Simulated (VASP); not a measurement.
# Te2Mo (P-6m2) in VASP: notebook, part 2 of 3

VASP 6.6.1.

### Step 4. Relaxation of cell and atoms, LDA, target pressure 4 GPa, at which the enthalpy is minimised

This run uses another cell than the first one, of 24.21 Å³/atom, 1.372 times its volume.

File INCAR:

```
SYSTEM = Te2Mo
PREC = Accurate
ENCUT = 600
EDIFF = 1E-6
ISMEAR = 0
SIGMA = 0.02
LREAL = .False.
LASPH = .True.
NELM = 100
ALGO = Normal
ISIF = 3
LWAVE = .False.
LCHARG = .False.
IBRION = 2
NSW = 70
EDIFFG = -0.008
PSTRESS = 40.0
```

File KPOINTS:

```
regular mesh
0
Gamma
  12 12 4
  0 0 0
```

File POSCAR:

```
Te2Mo
1.0
    3.3582537907      0.0000000000      0.0000000000
   -1.6791268953      2.9083330952      0.0000000000
    0.0000000000      0.0000000000      7.4354564133
Te Mo
2 1
Direct
    0.3333333333      0.6666666667      0.7642326736
    0.3333333333      0.6666666667      0.2357673264
    0.0000000000      0.0000000000      0.0000000000
```

Potentials or basis: VASP PAW LDA potentials, release 64 (Te, Mo_sv).

Command:

```bash
cat potpaw_LDA.64/Te/POTCAR potpaw_LDA.64/Mo_sv/POTCAR > POTCAR
mpirun -np 1 vasp_std > vasp.out
```

OUTCAR:

```text
SYSTEM = Te2Mo
   PREC = Accurate
   ENCUT = 600
   EDIFF = 1E-6
   ISMEAR = 0
   LREAL = .False.
   LASPH = .True.
   NELM = 100
   ISIF = 3
   IBRION = 2
   NSW = 70
   EDIFFG = -0.008
   PSTRESS = 40.0

 ion  position               nearest neighbor table
   1  0.333  0.667  0.764-   3 2.61   3 2.61   3 2.61   2 3.51
   2  0.333  0.667  0.236-   3 2.61   3 2.61   3 2.61   1 3.51
   3  0.000  0.000  0.000-   1 2.61   2 2.61   1 2.61   2 2.61   1 2.61   2 2.61

  LATTYP: Found a hexagonal cell.
 ALAT       =     3.3582537907
 C/A-ratio  =     2.2140841273

  Lattice vectors:

 A1 = (   3.3582537907,   0.0000000000,   0.0000000000)
 A2 = (  -1.6791268953,   2.9083330952,   0.0000000000)
 A3 = (   0.0000000000,   0.0000000000,   7.4354564133)

Analysis of symmetry for initial positions (statically):
=====================================================================
 Subroutine PRICEL returns:
 Original cell was already a primitive cell.

 Routine SETGRP: Setting up the symmetry group for a
 hexagonal supercell.

 Subroutine GETGRP returns: Found 12 space group operations
 (whereof 12 operations were pure point group operations)
 out of a pool of 24 trial point group operations.

The static configuration has the point symmetry D_3h.

Analysis of symmetry for dynamics (positions and initial velocities):
=====================================================================
 Subroutine PRICEL returns:
 Original cell was already a primitive cell.

 Routine SETGRP: Setting up the symmetry group for a
 hexagonal supercell.

 Subroutine GETGRP returns: Found 12 space group operations
 (whereof 12 operations were pure point group operations)
 out of a pool of 24 trial point group operations.

The dynamic configuration has the point symmetry D_3h.

 Subroutine INISYM returns: Found 12 space group operations
 (whereof 12 operations are pure point group operations),
 and found     1 'primitive' translations

----------------------------------------------------------------------------------------

                                     Primitive cell

  volume of cell :      72.6215

  direct lattice vectors                    reciprocal lattice vectors
     3.358253791  0.000000000  0.000000000     0.297773802  0.171919785  0.000000000
    -1.679126895  2.908333095  0.000000000     0.000000000  0.343839570  0.000000000
     0.000000000  0.000000000  7.435456413     0.000000000  0.000000000  0.134490735

  length of vectors
     3.358253791  3.358253791  7.435456413     0.343839570  0.343839570  0.134490735

  position of ions in fractional coordinates (direct lattice)
     0.333333333  0.666666667  0.764232674
     0.333333333  0.666666667  0.235767326
     0.000000000  0.000000000  0.000000000

  ion indices of the primitive-cell ions
   primitive index   ion index
                 1           1
                 2           2
                 3           3

----------------------------------------------------------------------------------------

 KPOINTS: regular mesh

Automatic generation of k-mesh.
 Grid dimensions read from file:
 generate k-points for:   12   12    4

 Generating k-lattice:

  Cartesian coordinates                     Fractional coordinates (reciprocal lattice)
[... 47 lines left out ...]
   ions per type =               2   1
   NGX,Y,Z   is equivalent  to a cutoff of  13.86, 13.86, 13.42 a.u.
   NGXF,Y,Z  is equivalent  to a cutoff of  27.72, 27.72, 26.83 a.u.
 SYSTEM =  Te2Mo
   PREC   = accura    normal or accurate (medium, high low for compatibility)
   ISTART =      0    job   : 0-new  1-cont  2-samecut
   ICHARG =      2    charge: 1-file 2-atom 10-const
   ISPIN  =      1    spin polarized calculation?
   LNONCOLLINEAR =      F non collinear calculations
   LSORBIT =      F    spin-orbit coupling
   LASPH  =      T    aspherical Exc in radial PAW
   ENCUT  =  600.0 eV  44.10 Ry    6.64 a.u.   6.71  6.71 14.85*2*pi/ulx,y,z
   NELM   =    100;   NELMIN=  2; NELMDL= -5     # of ELM steps
   EDIFF  = 0.1E-05   stopping-criterion for ELM
   LREAL  =      F    real-space projection
   EDIFFG = -.8E-02   stopping-criterion for IOM
   NSW    =     70    number of steps for IOM
   IBRION =      2    ionic relax: 0-MD 1-quasi-New 2-CG
   NFREE  =      1    steps in history (QN), initial steepest desc. (CG)
   ISIF   =      3    stress and relaxation
   ISYM   =      2    0-nonsym 1-usesym 2-fastsym
   POTIM  = 0.5000    time-step for ionic-motion
   TEBEG  =    0.0;   TEEND  =   0.0 temperature during run
   PSTRESS=   40.0 pullay stress
   NELECT =      26.0000    total number of electrons
   NUPDOWN=      -1.0000    fix difference up-down
   EMIN   =  10.00;   EMAX   =-10.00  energy-range for DOS
   EFERMI =   0.00;   METHOD = LEGACY
   ISMEAR =     0;   SIGMA  =   0.02  broadening in eV -4-tet -1-fermi 0-gaus
   EFERMI_NEDOS =   21; number of points for ismear=-14 and -15
   IALGO  =     38    algorithm
   IMIX   =      4    mixing-type and parameters
     AMIX     =   0.40;   BMIX     =  1.00
     AMIX_MAG =   1.60;   BMIX_MAG =  1.00
  volume/ion in A,a.u.               =      24.21       163.36
  Fermi-wavevector in a.u.,A,eV,Ry     =   1.162459  2.196728 18.385691  1.351310
  Thomas-Fermi vector in A             =   2.299019
   LORBIT       =      0    0 simple, 1 ext, 2 COOP (PROOUT), +10 PAW based schemes
   GGA     = CA    functional components
   LHFCALC =     F    Hartree Fock is set to
   AEXX    =    0.0000 exact exchange contribution
   IVDW    =     0    specifies the selected vdW correction
   LEPSILON=     F    determine dielectric tensor
   LRPA    =     F    only Hartree local field effects (RPA)
 conjugate gradient relaxation of ions
 non-spin polarized calculation
 Gauss-broadening in eV      SIGMA  =   0.02
  energy-cutoff  :      600.00
  volume of cell :       72.62
 maximum number of plane-waves:      2454
 NGX is ok and might be reduce to    28
   NGX = 13   NGY = 13   NGZ = 29

--------------------------------------- Ionic step        1  -------------------------------------------

 number of electron      26.0000000 magnetization

 Free energy of the ion-electron system (eV)
  ---------------------------------------------------
  ext. energy  EPLUGINS =         0.00000000
  ---------------------------------------------------
  free energy    TOTEN  =       -20.29271998 eV

  energy without entropy =      -20.29271998  energy(sigma->0) =      -20.29271998

------------------------ aborting loop because EDIFF is reached ----------------------------------------

  FORCE on cell =-STRESS in cart. coord.  units (eV):
  Direction    XX          YY          ZZ          XY          YZ          ZX
  --------------------------------------------------------------------------------------
  -------------------------------------------------------------------------------------
  Total        4.7869856      4.7869856      5.8421316      0.0000000     -0.0000000      0.0000000
  in kB      105.6105755    105.6105755    128.8892300      0.0000000     -0.0000000      0.0000000
  external PRESSURE =      73.3701270 kB  Pullay stress =      40.0000000 kB
[... 26 lines left out ...]
--------------------------------------- Ionic step        2  -------------------------------------------

 number of electron      25.9999998 magnetization

 E-fermi :   6.6486     XC(G=0):  -9.9738

 val. band max:        6.4767747982   @ k =   0.3333   0.3333   0.5000
 cond. band min:       7.1275297425   @ k =   0.1667   0.1667   0.0000
 fundamental gap:      0.6507549443
 Fermi energy:         6.6486266705

 k-point     1 :       0.0000    0.0000    0.0000
  band No.  band energies     occupation
      1     -54.0172      2.00000
      2     -28.3611      2.00000
      3     -28.1789      2.00000
      4     -28.1789      2.00000
      5      -6.1350      2.00000
      6      -5.3283      2.00000
[... 544 lines left out ...]
  energy  without entropy=      -20.4855882480  energy(sigma->0) =      -20.48558825

  enthalpy is  TOTEN    =       -18.5845640702 eV   P V=        1.9010241778

[... ionic steps 4 to 10 ...]

--------------------------------------- Ionic step       11  -------------------------------------------

 number of electron      26.0000000 magnetization

------------------------ aborting loop because EDIFF is reached ----------------------------------------
[... 73 lines left out ...]
--------------------------------------- Ionic step       13  -------------------------------------------

 number of electron      25.9999999 magnetization

 Free energy of the ion-electron system (eV)
  ---------------------------------------------------
  ext. energy  EPLUGINS =         0.00000000
  ---------------------------------------------------
  free energy    TOTEN  =       -20.44768181 eV

  energy without entropy =      -20.44768181  energy(sigma->0) =      -20.44768181

 E-fermi :   8.2676     XC(G=0): -10.6231

 val. band max:        8.1467284180   @ k =   0.5000   0.0000   0.5000
 cond. band min:       8.9406999867   @ k =   0.2500   0.1667   0.0000
 fundamental gap:      0.7939715687
 Fermi energy:         8.2676090554

 k-point     1 :       0.0000    0.0000    0.0000
  band No.  band energies     occupation
      1     -52.1065      2.00000
      2     -26.5503      2.00000
      3     -26.3041      2.00000
      4     -26.3041      2.00000
      5      -5.1431      2.00000
      6      -3.9286      2.00000
[... 505 lines left out ...]
  energy  without entropy=      -20.4476818094  energy(sigma->0) =      -20.44768181

  enthalpy is  TOTEN    =       -18.6070446205 eV   P V=        1.8406371888

 reached required accuracy - stopping structural energy minimisation
```

OSZICAR:

```text
N       E                     dE             d eps       ncg     rms          rms(c)
DAV:   1     0.205002308611E+03    0.20500E+03   -0.13344E+04  1970   0.154E+03
DAV:   2    -0.123491962222E+02   -0.21735E+03   -0.21384E+03  2368   0.359E+02
DAV:   3    -0.208045652568E+02   -0.84554E+01   -0.83150E+01  2516   0.643E+01
[... 127 lines left out ...]
DAV:   2    -0.204479341297E+02    0.28945E-03   -0.61360E-03  2149   0.560E-01    0.117E-01
DAV:   3    -0.204476971964E+02    0.23693E-03   -0.15623E-03  2097   0.210E-01    0.446E-02
DAV:   4    -0.204476843701E+02    0.12826E-04   -0.70051E-05  1999   0.632E-02    0.214E-02
DAV:   5    -0.204476823411E+02    0.20290E-05   -0.14124E-05  2260   0.298E-02    0.216E-02
DAV:   6    -0.204476818094E+02    0.53177E-06   -0.80754E-06  2037   0.141E-02
  13 F= -.18607045E+02 E0= -.18607045E+02  d E =-.962176E-03
```

CONTCAR:

```text
Te2Mo
   1.00000000000000
     3.4043051232635007    0.0000000000139412   -0.0000000000000000
    -1.7021525615689912    2.9482147191200219   -0.0000000000000000
     0.0000000000000000    0.0000000000000000    7.3456662954006040
  Te              Mo
     2     1
Direct
     0.3333333332999970    0.6666666667000030    0.7532171993140883
     0.3333333332999970    0.6666666667000030    0.2467828006859117
     0.0000000000000000    0.0000000000000000    0.0000000000000000

  0.00000000E+00  0.00000000E+00  0.00000000E+00
  0.00000000E+00  0.00000000E+00  0.00000000E+00
  0.00000000E+00  0.00000000E+00  0.00000000E+00
```

Run time: 8.8 min. Hardware: 1 thread of Intel Xeon 6975P-C, shared host; peak memory 0.25 GiB.

Results:

* Free energy: -20.4477 eV
* Relaxed volume: 24.58 Å³/atom
* Relaxed cell: a = 3.404 Å, b = 3.404 Å, c = 7.346 Å, α = 90.00°, β = 90.00°, γ = 120.00°
* Space group after relaxing (to 0.05 Å): P-6m2 (No. 187)
* Energy change on relaxing (the enthalpy is what falls): -51.7 meV/atom
* Ionic steps: 13
* Pressure after relaxing: 4.0 GPa
* Largest force after relaxing: 0.007 eV/Å
* Band gap on the k mesh: 0.79 eV, indirect (least direct gap 1.12 eV)

Forces in eV/Å, atoms in the order of the input:
```
Te   0.000  0.000  0.007
Te   0.000  0.000 -0.007
Mo   0.000  0.000  0.000
```

The path:
```
step  energy change (eV)  largest force (eV/Å)  pressure (GPa)  volume (Å³)
   1              0.0000                1.4183           11.34        72.62
   2              0.1002                1.8417           -8.78        84.90
   3             -0.1929                0.1476            3.26        76.14
   4             -0.1883                0.2073            3.64        75.95
   5             -0.1866                0.2286            3.77        75.88
   6             -0.1845                0.2178            3.81        75.54
   7             -0.1708                0.1772            4.05        74.50
   8             -0.0950                0.0249            5.12        72.39
   9             -0.1625                0.1877            4.29        74.15
  10             -0.1672                0.1310            2.95        74.30
  11             -0.1667                0.0055            3.53        74.24
  12             -0.1526                0.0081            4.05        73.63
  13             -0.1550                0.0065            3.98        73.73
```

Final structure:
```
Te Mo
1.0
     3.40431    0.00000    0.00000
    -1.70215    2.94821    0.00000
     0.00000    0.00000    7.34567
Te Mo
2 1
Direct
  0.33333 0.66667 0.75322
  0.33333 0.66667 0.24678
  0.00000 0.00000 0.00000
```

Caveat: the cell is relaxed towards a set pressure, so the enthalpy falls and the energy may rise; spin-orbit coupling is left out, which moves the levels of the heavy elements. A k mesh can miss the band edges.

(Continued in part 3 of 3.)
